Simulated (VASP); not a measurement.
# IrRh2 (P6_3/mmc) in VASP: notebook, part 2 of 2

VASP 6.6.1. Earlier steps stand in the parts before.

## 5. Relaxation of cell and atoms, PBE

INCAR reads:

```
SYSTEM = IrRh2
ALGO = Fast ; EDIFF = 1E-6
EDIFFG = -0.01 ; ENCUT = 600
GGA = PE ; IBRION = 2
ISIF = 3 ; ISMEAR = 0
LASPH = .TRUE. ; LCHARG = .FALSE.
LREAL = .FALSE. ; LWAVE = .FALSE.
NELM = 100 ; NSW = 100
PREC = Accurate ; SIGMA = 0.1
```

KPOINTS reads:

```
k-points
0
G
  18 18 4
  0 0 0
```

POSCAR reads:

```
IrRh2
1.0
    2.7318740000      0.0000000000      0.0000000000
   -1.3659370000      2.3658723000      0.0000000000
    0.0000000000      0.0000000000     13.2235247000
Ir Rh
2 4
Direct
    0.3333333000      0.6666667000      0.2500000000
    0.6666667000      0.3333333000      0.7500000000
    0.3333333000      0.6666667000      0.9159650000
    0.3333333000      0.6666667000      0.5840350000
    0.6666667000      0.3333333000      0.0840350000
    0.6666667000      0.3333333000      0.4159650000
```

Run with:

```sh
> cat potpaw_PBE.64/Ir/POTCAR potpaw_PBE.64/Rh_pv/POTCAR > POTCAR
> mpirun -np 1 vasp_std > vasp.out
```

Run time: 58 min. Hardware: 1 thread of Oxide Virtual Turin-like, shared host; peak memory 0.53 GiB.

It converged, with:

* Free energy: -46.5926 eV
* Relaxed volume: 14.25 Å³/atom
* Relaxed cell: a = 2.732 Å, b = 2.732 Å, c = 13.225 Å, α = 90.00°, β = 90.00°, γ = 120.00°
* Space group after relaxing (to 0.1 Å): P6_3/mmc (No. 194)
* Energy gained by relaxing: 0.0 meV/atom
* Ionic steps: 4
* Pressure after relaxing: 0.0 GPa
* Largest force after relaxing: 0.007 eV/Å
* Band gap on the k mesh: zero (bands 39 and 40 overlap by 2.22 eV)

Forces in eV/Å, atoms in the order of the input:
```
Ir   0.000  0.000  0.000
Ir   0.000  0.000  0.000
Rh   0.000  0.000 -0.007
Rh   0.000  0.000  0.007
Rh   0.000  0.000  0.007
Rh   0.000  0.000 -0.007
```

Final structure:
```yaml
crystal:
  lattice:
    - [2.73218, 0.00000, 0.00000]
    - [-1.36609, 2.36613, 0.00000]
    - [0.00000, 0.00000, 13.22509]
  atoms:
    - { symbol: Ir, position: [0.33333, 0.66667, 0.25000] }
    - { symbol: Ir, position: [0.66667, 0.33333, 0.75000] }
    - { symbol: Rh, position: [0.33333, 0.66667, 0.91608] }
    - { symbol: Rh, position: [0.33333, 0.66667, 0.58392] }
    - { symbol: Rh, position: [0.66667, 0.33333, 0.08392] }
    - { symbol: Rh, position: [0.66667, 0.33333, 0.41608] }
```

Levels at points of the mesh, in eV from the Fermi level:
| k point | band 34 | band 35 | band 36 | band 37 | band 38 | band 39 | band 40 | band 41 | band 42 | band 43 |
| --- | --- | --- | --- | --- | --- | --- | --- | --- | --- | --- |
| (0.00, 0.00, 0.00) | -2.42 | -2.38 | -1.99 | -1.99 | -1.07 | -1.07 | -1.04 | -1.04 | -0.13 | -0.13 |
| (0.50, 0.00, 0.00) | 0.37 | 0.46 | 0.53 | 0.55 | 0.57 | 0.59 | 0.73 | 1.12 | 1.14 | 1.21 |
| (0.00, 0.00, 0.50) | -2.66 | -1.68 | -1.68 | -1.68 | -1.68 | -0.69 | -0.69 | -0.45 | -0.45 | -0.45 |
| (0.50, 0.00, 0.50) | -0.43 | 0.21 | 0.21 | 0.50 | 0.50 | 0.54 | 0.54 | 1.13 | 1.13 | 2.14 |

Caveat: spin-orbit coupling is left out, which moves the levels of the heavy elements.

## 6. Relaxation of shape and atoms at fixed volume, PBE (14.67 Å³/atom)

This run uses another cell than the first one, of 14.67 Å³/atom.

INCAR reads:

```
SYSTEM = IrRh2
  ALGO = Fast
  EDIFF = 1E-7
  EDIFFG = -0.01
  ENCUT = 600
  GGA = PE
  IBRION = 2
  ISIF = 4
  ISMEAR = 0
  LASPH = .True.
  LCHARG = .False.
  LREAL = .False.
  LWAVE = .False.
  NELM = 60
  NSW = 50
  PREC = Accurate
  SIGMA = 0.1
```

KPOINTS reads:

```
k-points
0
Gamma
  18 18 4
  0 0 0
```

POSCAR reads:

```
IrRh2
1.0
    2.7589240260      0.0000000000      0.0000000000
   -1.3794620130      2.3892982936      0.0000000000
    0.0000000000      0.0000000000     13.3544592024
Ir Rh
2 4
Direct
    0.3333333333      0.6666666667      0.2500000000
    0.6666666667      0.3333333333      0.7500000000
    0.3333333333      0.6666666667      0.9159650000
    0.3333333333      0.6666666667      0.5840350000
    0.6666666667      0.3333333333      0.0840350000
    0.6666666667      0.3333333333      0.4159650000
```

Potentials or basis: VASP PAW PBE potentials, release 64 (Ir, Rh_pv).

Run with:

```sh
> cat potpaw_PBE.64/Ir/POTCAR potpaw_PBE.64/Rh_pv/POTCAR > POTCAR
> mpirun -np 1 vasp_std > vasp.out
```

OUTCAR:

```text
SYSTEM = IrRh2
   EDIFF = 1E-7
   EDIFFG = -0.01
   ENCUT = 600
   GGA = PE
   IBRION = 2
   ISIF = 4
   ISMEAR = 0
   LASPH = .True.
   LREAL = .False.
   NELM = 60
   NSW = 50
   PREC = Accurate

 ion  position               nearest neighbor table
   1  0.333  0.667  0.250-   5 2.73   6 2.73   5 2.73   6 2.73   5 2.73   6 2.73
   2  0.667  0.333  0.750-   3 2.73   4 2.73   3 2.73   4 2.73   3 2.73   4 2.73
   3  0.333  0.667  0.916-   2 2.73   2 2.73   2 2.73   5 2.75   5 2.75   5 2.75
   4  0.333  0.667  0.584-   2 2.73   2 2.73   2 2.73   6 2.75   6 2.75   6 2.75
[... 1441 lines left out ...]
  Total       -4.2361226     -4.2361226     -4.1968850     -0.0000000      0.0000000     -0.0000000
  in kB      -77.0979238    -77.0979238    -76.3837948     -0.0000000      0.0000000     -0.0000000
  external PRESSURE =     -76.8598808 kB  Pullay stress =       0.0000000 kB

 VOLUME and BASIS-vectors are now :
 -----------------------------------------------------------------------------
  energy-cutoff  :      600.00
  volume of cell :       88.03
      direct lattice vectors                 reciprocal lattice vectors
     2.759642058  0.000000000  0.000000000     0.362365835  0.209212013 -0.000000000
    -1.379821029  2.389920128 -0.000000000    -0.000000000  0.418424025 -0.000000000
     0.000000000  0.000000000 13.347510706    -0.000000000  0.000000000  0.074920337

 POSITION                                       TOTAL-FORCE (eV/Angst)
 -----------------------------------------------------------------------------------
     -0.00000      1.59328      3.33688        -0.000000      0.000000      0.000000
      1.37982      0.79664     10.01063        -0.000000      0.000000      0.000000
     -0.00000      1.59328     12.22368         0.000000     -0.000000     -0.008374
     -0.00000      1.59328      7.79759         0.000000      0.000000      0.008374
      1.37982      0.79664      1.12383        -0.000000      0.000000      0.008374
      1.37982      0.79664      5.54992        -0.000000     -0.000000     -0.008374
 -----------------------------------------------------------------------------------
    total drift:                               -0.000000      0.000000     -0.000000

  FREE ENERGIE OF THE ION-ELECTRON SYSTEM (eV)
  ---------------------------------------------------
  free  energy   TOTEN  =       -46.5324564209 eV

  energy  without entropy=      -46.4902346614  energy(sigma->0) =      -46.51134554

 reached required accuracy - stopping structural energy minimisation
```

OSZICAR:

```text
N       E                     dE             d eps       ncg     rms          rms(c)
DAV:   1     0.110046007879E+04    0.11005E+04   -0.48904E+04 10340   0.209E+03
DAV:   2     0.700516403874E+01   -0.10935E+04   -0.10646E+04 10416   0.634E+02
[... 49 lines left out ...]
RMM:   3    -0.465324811337E+02   -0.11346E-03   -0.20799E-03 11102   0.342E-01    0.659E-02
RMM:   4    -0.465324792480E+02    0.18857E-05   -0.40252E-04 11109   0.125E-01    0.478E-02
RMM:   5    -0.465324561141E+02    0.23134E-04   -0.67833E-05 11423   0.561E-02    0.154E-02
RMM:   6    -0.465324557826E+02    0.33148E-06   -0.27467E-05 11318   0.262E-02    0.412E-03
RMM:   7    -0.465324562903E+02   -0.50771E-06   -0.74886E-06 12413   0.136E-02    0.282E-03
RMM:   8    -0.465324563756E+02   -0.85278E-07   -0.17039E-06  9785   0.522E-03    0.151E-03
RMM:   9    -0.465324564209E+02   -0.45286E-07   -0.35568E-07  6428   0.269E-03
   2 F= -.46532456E+02 E0= -.46511346E+02  d E =-.251698E-03
```

It took 50 min on 1 thread of Oxide Virtual Turin-like, shared host; peak memory 0.53 GiB.

Results:

| Item | Value |
| --- | --- |
| Free energy | -46.5325 eV |
| Energy gained by relaxing | 0.0 meV/atom |
| Ionic steps | 2 |
| Pressure after relaxing | -7.7 GPa |
| Largest force after relaxing | 0.008 eV/Å |
| Band gap on the k mesh | zero (bands 39 and 40 overlap by 2.12 eV) |

Forces in eV/Å, atoms in the order of the input:
```
Ir   0.000  0.000  0.000
Ir   0.000  0.000  0.000
Rh   0.000  0.000 -0.008
Rh   0.000  0.000  0.008
Rh   0.000  0.000  0.008
Rh   0.000  0.000 -0.008
```

Step by step:
| step | energy change (eV) | largest force (eV/Å) | pressure (GPa) | volume (Å³) |
| --- | --- | --- | --- | --- |
| 1 | 0.0000 | 0.0451 | -7.73 | 88.03 |
| 2 | -0.0003 | 0.0084 | -7.69 | 88.03 |

Final structure:
```
Ir Rh
1.0
     2.75964    0.00000    0.00000
    -1.37982    2.38992    0.00000
     0.00000    0.00000   13.34751
Ir Rh
2 4
Direct
  0.33333 0.66667 0.25000
  0.66667 0.33333 0.75000
  0.33333 0.66667 0.91580
  0.33333 0.66667 0.58420
  0.66667 0.33333 0.08420
  0.66667 0.33333 0.41580
```

Caveat: spin-orbit coupling is left out, which moves the levels of the heavy elements.

## 7. Relaxation of shape and atoms at fixed volume, PBE (12.96 Å³/atom)

This run uses another cell than the first one, of 12.96 Å³/atom.

INCAR reads:

```
SYSTEM = IrRh2
PREC     = Accurate       ! precision mode
ENCUT    = 600            ! plane-wave cutoff, eV
EDIFF    = 1E-7           ! SCF threshold, eV
ISMEAR   = 0              ! smearing method
SIGMA    = 0.1            ! smearing width, eV
LREAL    = .FALSE.        ! projectors in reciprocal space
LASPH    = .TRUE.         ! aspherical terms in the spheres
NELM     = 80             ! most SCF steps
ALGO     = Fast           ! electronic algorithm
ISIF     = 4              ! what is computed and relaxed
LWAVE    = .FALSE.        ! write WAVECAR
LCHARG   = .FALSE.        ! write CHGCAR
GGA      = PE             ! functional
IBRION   = 2              ! ionic algorithm
NSW      = 50             ! ionic steps
EDIFFG   = -0.01          ! ionic threshold
```

KPOINTS reads:

```
Automatic mesh
0
G
  18 18 4
  0 0 0
```

POSCAR reads:

```
IrRh2
1.0
    2.6466073654      0.0000000000      0.0000000000
   -1.3233036827      2.2920292123      0.0000000000
    0.0000000000      0.0000000000     12.8212663449
Ir Rh
2 4
Direct
    0.3333333333      0.6666666667      0.2500000000
    0.6666666667      0.3333333333      0.7500000000
    0.3333333333      0.6666666667      0.9164419217
    0.3333333333      0.6666666667      0.5835580783
    0.6666666667      0.3333333333      0.0835580783
    0.6666666667      0.3333333333      0.4164419217
```

Run with:

```sh
> cat potpaw_PBE.64/Ir/POTCAR potpaw_PBE.64/Rh_pv/POTCAR > POTCAR
> mpirun -np 1 vasp_std > vasp.out
```

It took 79 min on 1 thread of Oxide Virtual Turin-like, shared host; peak memory 0.49 GiB.

The run converged. Its results:

```yaml
Free_energy: -45.8318 eV
Energy_gained_by_relaxing: 2.0 meV/atom
Ionic_steps: 6
Pressure_after_relaxing: 34.4 GPa
Largest_force_after_relaxing: 0.005 eV/Å
Band_gap_on_the_k_mesh: zero (bands 39 and 40 overlap by 2.59 eV)
```

Forces in eV/Å, atoms in the order of the input:
```
Ir   0.000  0.000  0.000
Ir   0.000  0.000  0.000
Rh   0.000  0.000 -0.005
Rh   0.000  0.000  0.005
Rh   0.000  0.000  0.005
Rh   0.000  0.000 -0.005
```

Stress tensor (GPa, compression positive):
```
34.37  0.00  0.00
 0.00 34.37  0.00
 0.00  0.00 34.52
```

Step by step:
| step | energy change (eV) | largest force (eV/Å) | pressure (GPa) | volume (Å³) |
| --- | --- | --- | --- | --- |
| 1 | 0.0000 | 0.1190 | 34.51 | 77.78 |
| 2 | -0.0118 | 0.0670 | 34.38 | 77.78 |
| 3 | -0.0118 | 0.0622 | 34.38 | 77.78 |
| 4 | -0.0121 | 0.0014 | 34.41 | 77.78 |
| 5 | -0.0121 | 0.0045 | 34.41 | 77.78 |
| 6 | -0.0121 | 0.0052 | 34.42 | 77.78 |

Final structure:
```
CELL_PARAMETERS angstrom
2.64653 0.00000 0.00000
-1.32327 2.29196 0.00000
0.00000 0.00000 12.82199
ATOMIC_POSITIONS crystal
Ir 0.33333 0.66667 0.25000
Ir 0.66667 0.33333 0.75000
Rh 0.33333 0.66667 0.91674
Rh 0.33333 0.66667 0.58326
Rh 0.66667 0.33333 0.08326
Rh 0.66667 0.33333 0.41674
```

Levels at points of the mesh, in eV from the Fermi level:
```csv
k point,band 35,band 36,band 37,band 38,band 39,band 40,band 41,band 42
"(0.00, 0.00, 0.00)",-2.68,-2.30,-2.30,-1.26,-1.26,-1.18,-1.18,-0.14
"(0.50, 0.00, 0.00)",0.53,0.61,0.63,0.65,0.68,0.86,1.29,1.37
"(0.00, 0.00, 0.50)",-1.95,-1.95,-1.95,-1.95,-0.88,-0.88,-0.51,-0.51
"(0.50, 0.00, 0.50)",0.25,0.25,0.58,0.58,0.64,0.64,1.38,1.38
```

Caveat: spin-orbit coupling is left out, which moves the levels of the heavy elements.

## 8. The runs side by side

| task | cell | k mesh | cutoff (eV) | gap on the mesh (eV) | pressure (GPa) | largest force (eV/Å) |
| --- | --- | --- | --- | --- | --- | --- |
| single point | a = 2.732, b = 2.732, c = 13.224 Å, angles 90.0, 90.0, 120.0°, 6 atoms, atomic positions A | 6 × 6 × 2 | 520 | none | 0.6 | 0.05 |
| single point | a = 2.617, b = 2.617, c = 12.685 Å, angles 90.0, 90.0, 120.0°, 6 atoms, atomic positions B | 18 × 18 × 4 | 520 | none | 50.9 | 0.04 |
| single point | a = 2.646, b = 2.646, c = 12.824 Å, angles 90.0, 90.0, 120.0°, 6 atoms, atomic positions C | 18 × 18 × 4 | 520 | none | 34.5 | 0.04 |
| relaxation of cell and atoms | relaxed from a = 2.732, b = 2.732, c = 13.224 Å, angles 90.0, 90.0, 120.0°, 6 atoms, atomic positions A | 18 × 18 × 4 | 600 | none | 0.0 | 0.01 |
| relaxation of shape and atoms at fixed volume | relaxed from a = 2.759, b = 2.759, c = 13.354 Å, angles 90.0, 90.0, 120.0°, 6 atoms, atomic positions A | 18 × 18 × 4 | 600 | none | -7.7 | 0.01 |
| relaxation of shape and atoms at fixed volume | relaxed from a = 2.647, b = 2.647, c = 12.821 Å, angles 90.0, 90.0, 120.0°, 6 atoms, atomic positions D | 18 × 18 × 4 | 600 | none | 34.4 | 0.01 |

Alike in all rows: level PBE; potentials or basis VASP PAW PBE potentials, release 64 (Ir, Rh_pv); no spin polarisation; smearing gaussian 0.1 eV.

Caveats: some runs use coarse meshes; spin-orbit coupling is left out, which moves the levels of the heavy elements; the cell stands under pressure (at least some runs).

Absolute energies hang on the potentials; compare differences alone.
